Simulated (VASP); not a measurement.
# SiO3 (Im-3m) in VASP: single point with PBE

Aim: the single point of SiO3 with PBE.

Program: VASP 6.6.1. These are calculated values, not measurements. Logs are shortened: lines on timing, memory, paths and dates and some standing lists are left out, and cuts for length are marked.

## 1. The cell of the first run

It takes space group Im-3m (No. 229, cubic). The conventional cell has a = 4.086 Å, b = 4.086 Å, c = 4.086 Å, α = 90.00°, β = 90.00°, γ = 90.00°. Within 2.7 Å of Si (site symmetry m-3m) lie 6 O at 2.04 Å. Within 2.7 Å of O (site symmetry 4/mmm) lie 2 Si at 2.04 Å and 4 O at 2.04 Å.

## 2. Single point, PBE

INCAR

```
PREC = Accurate
ENCUT = 600
EDIFF = 1E-6
ISMEAR = 0
SIGMA = 0.2
LREAL = False
LASPH = True
NELM = 120
ALGO = Normal
ISIF = 2
LWAVE = False
LCHARG = True
GGA = PE
LELF = True
LVHAR = True
NBANDS = 19
GGA_COMPAT = False
```

KPOINTS

```
Automatic mesh
0
Gamma
  6 6 6
```

POSCAR

```
SiO3
1.0
   -2.0428871248      2.0428871248      2.0428871248
    2.0428871248     -2.0428871248      2.0428871248
    2.0428871248      2.0428871248     -2.0428871248
Si O
1 3
Direct
    0.0000000000      0.0000000000      0.0000000000
    0.0000000000      0.5000000000      0.5000000000
    0.5000000000      0.0000000000      0.5000000000
    0.5000000000      0.5000000000      0.0000000000
```

Potentials or basis: VASP PAW PBE potentials, release 64 (Si, O).

On the command line:

```
$ cat potpaw_PBE.64/Si/POTCAR potpaw_PBE.64/O/POTCAR > POTCAR
$ mpirun -np 1 vasp_std > vasp.out
```

OUTCAR:

```text
PREC = Accurate
   ENCUT = 600
   EDIFF = 1E-6
   ISMEAR = 0
   LREAL = False
   LASPH = True
   NELM = 120
   ISIF = 2
   GGA = PE

 ion  position               nearest neighbor table
   1  0.000  0.000  0.000-   2 2.04   3 2.04   4 2.04   2 2.04   3 2.04   4 2.04
   2  0.000  0.500  0.500-   1 2.04   1 2.04
   3  0.500  0.000  0.500-   1 2.04   1 2.04
   4  0.500  0.500  0.000-   1 2.04   1 2.04

  LATTYP: Found a body centered cubic cell.
 ALAT       =     4.0857742496

  Lattice vectors:

 A1 = (  -2.0428871248,   2.0428871248,   2.0428871248)
 A2 = (   2.0428871248,  -2.0428871248,   2.0428871248)
 A3 = (   2.0428871248,   2.0428871248,  -2.0428871248)

Analysis of symmetry for initial positions (statically):
=====================================================================
 Subroutine PRICEL returns:
 Original cell was already a primitive cell.

 Routine SETGRP: Setting up the symmetry group for a
 body centered cubic supercell.

 Subroutine GETGRP returns: Found 48 space group operations
 (whereof 48 operations were pure point group operations)
 out of a pool of 48 trial point group operations.

The static configuration has the point symmetry O_h .

Analysis of symmetry for dynamics (positions and initial velocities):
=====================================================================
 Subroutine PRICEL returns:
 Original cell was already a primitive cell.

 Routine SETGRP: Setting up the symmetry group for a
 body centered cubic supercell.

 Subroutine GETGRP returns: Found 48 space group operations
 (whereof 48 operations were pure point group operations)
 out of a pool of 48 trial point group operations.

The dynamic configuration has the point symmetry O_h .

 Subroutine INISYM returns: Found 48 space group operations
 (whereof 48 operations are pure point group operations),
 and found     1 'primitive' translations

----------------------------------------------------------------------------------------

                                     Primitive cell

  volume of cell :      34.1030

  direct lattice vectors                    reciprocal lattice vectors
    -2.042887125  2.042887125  2.042887125     0.000000000  0.244751653  0.244751653
     2.042887125 -2.042887125  2.042887125     0.244751653  0.000000000  0.244751653
     2.042887125  2.042887125 -2.042887125     0.244751653  0.244751653  0.000000000

  length of vectors
     3.538384294  3.538384294  3.538384294     0.346131107  0.346131107  0.346131107

  position of ions in fractional coordinates (direct lattice)
     0.000000000  0.000000000  0.000000000
     0.000000000  0.500000000  0.500000000
     0.500000000  0.000000000  0.500000000
     0.500000000  0.500000000  0.000000000

  ion indices of the primitive-cell ions
   primitive index   ion index
                 1           1
                 2           2
                 3           3
                 4           4

----------------------------------------------------------------------------------------

 KPOINTS: Automatic mesh

Automatic generation of k-mesh.
 Grid dimensions read from file:
 generate k-points for:    6    6    6

 Generating k-lattice:

  Cartesian coordinates                     Fractional coordinates (reciprocal lattice)
     0.000000000  0.040791942  0.040791942     0.166666667  0.000000000  0.000000000
     0.040791942  0.000000000  0.040791942     0.000000000  0.166666667  0.000000000
     0.040791942  0.040791942  0.000000000     0.000000000  0.000000000  0.166666667

  Length of vectors
     0.057688518  0.057688518  0.057688518

  Shift w.r.t. Gamma in fractional coordinates (k-lattice)
     0.000000000  0.000000000  0.000000000

 Subroutine IBZKPT returns following result:
 ===========================================

 Found     16 irreducible k-points:

 Following reciprocal coordinates:
            Coordinates               Weight
  0.000000  0.000000  0.000000      1.000000
  0.166667  0.000000  0.000000     12.000000
  0.333333  0.000000  0.000000     12.000000
  0.500000  0.000000  0.000000      6.000000
  0.166667  0.166667  0.000000     24.000000
  0.333333  0.166667 -0.000000     48.000000
[... 8 lines left out ...]
  0.500000  0.500000  0.333333     12.000000
  0.500000  0.500000  0.500000      1.000000
   k-points           NKPTS =     16   k-points in BZ     NKDIM =     16   number of bands    NBANDS=     19
   number of dos      NEDOS =    301   number of ions     NIONS =      4
   total plane-waves  NPLWV =  21952
   dimension x,y,z NGX =    28 NGY =   28 NGZ =   28
   dimension x,y,z NGXF=    56 NGYF=   56 NGZF=   56
   ions per type =               1   3
   NGX,Y,Z   is equivalent  to a cutoff of  13.16, 13.16, 13.16 a.u.
   NGXF,Y,Z  is equivalent  to a cutoff of  26.31, 26.31, 26.31 a.u.
 SYSTEM =  unknown system
   PREC   = accura    normal or accurate (medium, high low for compatibility)
   ISTART =      0    job   : 0-new  1-cont  2-samecut
   ICHARG =      2    charge: 1-file 2-atom 10-const
   ISPIN  =      1    spin polarized calculation?
   LNONCOLLINEAR =      F non collinear calculations
   LSORBIT =      F    spin-orbit coupling
   LASPH  =      T    aspherical Exc in radial PAW
   ENCUT  =  600.0 eV  44.10 Ry    6.64 a.u.   7.07  7.07  7.07*2*pi/ulx,y,z
   NELM   =    120;   NELMIN=  2; NELMDL= -5     # of ELM steps
   EDIFF  = 0.1E-05   stopping-criterion for ELM
   LREAL  =      F    real-space projection
   EDIFFG = 0.1E-04   stopping-criterion for IOM
   NSW    =      0    number of steps for IOM
   IBRION =     -1    ionic relax: 0-MD 1-quasi-New 2-CG
   NFREE  =      0    steps in history (QN), initial steepest desc. (CG)
   ISIF   =      2    stress and relaxation
   ISYM   =      2    0-nonsym 1-usesym 2-fastsym
   POTIM  = 0.5000    time-step for ionic-motion
   TEBEG  =    0.0;   TEEND  =   0.0 temperature during run
   PSTRESS=    0.0 pullay stress
   NELECT =      22.0000    total number of electrons
   NUPDOWN=      -1.0000    fix difference up-down
   EMIN   =  10.00;   EMAX   =-10.00  energy-range for DOS
   EFERMI =   0.00;   METHOD = LEGACY
   ISMEAR =     0;   SIGMA  =   0.20  broadening in eV -4-tet -1-fermi 0-gaus
   EFERMI_NEDOS =   21; number of points for ismear=-14 and -15
   IALGO  =     38    algorithm
   IMIX   =      4    mixing-type and parameters
     AMIX     =   0.40;   BMIX     =  1.00
     AMIX_MAG =   1.60;   BMIX_MAG =  1.00
  volume/ion in A,a.u.               =       8.53        57.53
  Fermi-wavevector in a.u.,A,eV,Ry     =   1.414549  2.673110 27.224566  2.000949
  Thomas-Fermi vector in A             =   2.536080
   LORBIT       =      0    0 simple, 1 ext, 2 COOP (PROOUT), +10 PAW based schemes
   GGA     = PE    functional components
   LHFCALC =     F    Hartree Fock is set to
   AEXX    =    0.0000 exact exchange contribution
   IVDW    =     0    specifies the selected vdW correction
   LEPSILON=     F    determine dielectric tensor
   LRPA    =     F    only Hartree local field effects (RPA)
 non-spin polarized calculation
 Gauss-broadening in eV      SIGMA  =   0.20
  energy-cutoff  :      600.00
  volume of cell :       34.10
 maximum number of plane-waves:      1157
   NGX = 15   NGY = 15   NGZ = 15

 number of electron      22.0000000 magnetization

 Free energy of the ion-electron system (eV)
  ---------------------------------------------------
  ext. energy  EPLUGINS =         0.00000000
  ---------------------------------------------------
  free energy    TOTEN  =       -20.10083949 eV

  energy without entropy =      -20.03050619  energy(sigma->0) =      -20.06567284

 E-fermi :   7.9544     XC(G=0): -12.0423

 val. band max:        7.9392390995   @ k =   0.1667   0.0000   0.0000
 cond. band min:       8.0009261287   @ k =  -0.3333   0.3333   0.1667
 fundamental gap:      0.0616870292
 Fermi energy:         7.9544227080

 k-point     1 :       0.0000    0.0000    0.0000
  band No.  band energies     occupation
      1     -14.9566      2.00000
      2      -9.4580      2.00000
      3      -9.4580      2.00000
      4       1.2841      2.00000
      5       1.2841      2.00000
      6       1.2841      2.00000
[... 11 lines left out ...]
     18      17.5476      0.00000
     19      17.5476      0.00000

 k-point     2 :       0.1667    0.0000    0.0000
  band No.  band energies     occupation
      1     -14.6557      2.00000
      2      -9.8689      2.00000
      3      -9.5957      2.00000
      4       0.1158      2.00000
      5       1.1059      2.00000
      6       1.2864      2.00000
[... 11 lines left out ...]
     18      17.5885      0.00000
     19      18.1663      0.00000

 k-point     3 :       0.3333    0.0000    0.0000
  band No.  band energies     occupation
      1     -13.8187      2.00000
      2     -10.9236      2.00000
      3      -9.8506      2.00000
      4      -1.4214      2.00000
      5       0.7779      2.00000
      6       0.9849      2.00000
[... 11 lines left out ...]
     18      19.7682      0.00000
     19      20.3571      0.00000

 k-point     4 :       0.5000    0.0000    0.0000
  band No.  band energies     occupation
      1     -12.9624      2.00000
      2     -11.8892      2.00000
      3      -9.9692      2.00000
      4      -1.9917      2.00000
      5       0.6262      2.00000
      6       0.8446      2.00000
[... 11 lines left out ...]
     18      21.4826      0.00000
     19      22.8065      0.00000

 k-point     5 :       0.1667    0.1667    0.0000
  band No.  band energies     occupation
      1     -14.0839      2.00000
      2     -10.5194      2.00000
      3      -9.8766      2.00000
      4      -1.2410      2.00000
      5       1.0010      2.00000
      6       1.3166      2.00000
[... 11 lines left out ...]
     18      18.7958      0.00000
     19      19.5029      0.00000

 k-point     6 :       0.3333    0.1667   -0.0000
  band No.  band energies     occupation
      1     -13.1047      2.00000
      2     -11.5505      2.00000
      3     -10.1759      2.00000
      4      -2.2626      2.00000
      5       0.7465      2.00000
      6       1.8377      2.00000
[... 11 lines left out ...]
     18      21.2239      0.00000
     19      21.9559      0.00000

 k-point     7 :       0.3333    0.3333    0.0000
  band No.  band energies     occupation
      1     -12.2326      2.00000
      2     -12.2326      2.00000
      3     -10.4914      2.00000
      4      -2.7243      2.00000
      5       1.4839      2.00000
      6       1.4839      2.00000
[... 11 lines left out ...]
     18      22.3726      0.00000
     19      22.3726      0.00000

 k-point     8 :       0.1667    0.1667    0.1667
  band No.  band energies     occupation
      1     -13.2848      2.00000
      2     -10.8137      2.00000
      3     -10.8137      2.00000
      4      -2.6768      2.00000
      5       2.4508      2.00000
      6       2.4508      2.00000
[... 80 lines left out ...]
 k-point    12 :       0.5000    0.5000    0.1667
  band No.  band energies     occupation
      1     -12.8011      2.00000
      2     -11.9633      2.00000
      3      -9.8825      2.00000
      4      -1.6342      2.00000
      5      -0.6013      2.00000
      6       0.9930      2.00000
[... 11 lines left out ...]
     18      21.7878      0.00000
     19      21.9786      0.00000

 k-point    13 :      -0.3333    0.5000    0.1667
  band No.  band energies     occupation
      1     -12.7847      2.00000
      2     -11.8927      2.00000
      3      -9.8735      2.00000
      4      -1.7089      2.00000
      5      -0.4394      2.00000
      6       0.0633      2.00000
[... 11 lines left out ...]
     18      21.6449      0.00000
     19      21.6954      0.00000

 k-point    14 :      -0.3333    0.3333    0.3333
  band No.  band energies     occupation
      1     -12.9996      2.00000
      2     -11.7040      2.00000
      3      -9.5858      2.00000
      4      -1.2069      2.00000
      5      -1.2069      2.00000
      6      -0.6829      2.00000
[... 11 lines left out ...]
     18      21.3383      0.00000
     19      21.3383      0.00000

 k-point    15 :       0.5000    0.5000    0.3333
  band No.  band energies     occupation
      1     -12.4456      2.00000
      2     -12.1467      2.00000
      3      -9.5903      2.00000
      4      -1.5207      2.00000
      5      -1.5135      2.00000
      6      -1.0341      2.00000
[... 11 lines left out ...]
     18      20.9007      0.00000
     19      21.1979      0.00000

 k-point    16 :       0.5000    0.5000    0.5000
  band No.  band energies     occupation
      1     -12.2472      2.00000
      2     -12.2472      2.00000
      3      -9.3888      2.00000
      4      -1.8348      2.00000
      5      -1.8348      2.00000
      6      -1.8348      2.00000
[... 11 lines left out ...]
     18      20.4924      0.00000
     19      20.4924      0.00000

------------------------ aborting loop because EDIFF is reached ----------------------------------------

  FORCE on cell =-STRESS in cart. coord.  units (eV):
  Direction    XX          YY          ZZ          XY          YZ          ZX
  --------------------------------------------------------------------------------------
  -------------------------------------------------------------------------------------
  Total       -0.0360405     -0.0360405     -0.0360405     -0.0000000      0.0000000     -0.0000000
  in kB       -1.6931986     -1.6931986     -1.6931986     -0.0000000      0.0000000     -0.0000000
  external PRESSURE =      -1.6931986 kB  Pullay stress =       0.0000000 kB

 VOLUME and BASIS-vectors are now :
 -----------------------------------------------------------------------------
  energy-cutoff  :      600.00
  volume of cell :       34.10
      direct lattice vectors                 reciprocal lattice vectors
    -2.042887125  2.042887125  2.042887125     0.000000000  0.244751653  0.244751653
     2.042887125 -2.042887125  2.042887125     0.244751653  0.000000000  0.244751653
     2.042887125  2.042887125 -2.042887125     0.244751653  0.244751653  0.000000000

 POSITION                                       TOTAL-FORCE (eV/Angst)
 -----------------------------------------------------------------------------------
      0.00000      0.00000      0.00000        -0.000000      0.000000     -0.000000
      2.04289      0.00000      0.00000         0.000000     -0.000000     -0.000000
      0.00000      2.04289      0.00000        -0.000000      0.000000     -0.000000
      0.00000      0.00000      2.04289         0.000000     -0.000000      0.000000
 -----------------------------------------------------------------------------------
    total drift:                                0.000000      0.000000     -0.000000

  FREE ENERGIE OF THE ION-ELECTRON SYSTEM (eV)
  ---------------------------------------------------
  free  energy   TOTEN  =       -20.1008394870 eV

  energy  without entropy=      -20.0305061890  energy(sigma->0) =      -20.06567284
```

Run time: 6.2 s. Hardware: 1 thread of Intel Xeon 6975P-C (Granite Rapids), shared host; peak memory 0.15 GiB.

What came out:

* Free energy: -20.1008 eV
* Pressure: -0.2 GPa
* Band gap on the k mesh: zero (band 11 reaches 8.79 eV, above the bottom of band 12 at 6.56 eV)

Caveat: the k points lie up to 0.36 Å⁻¹ apart.
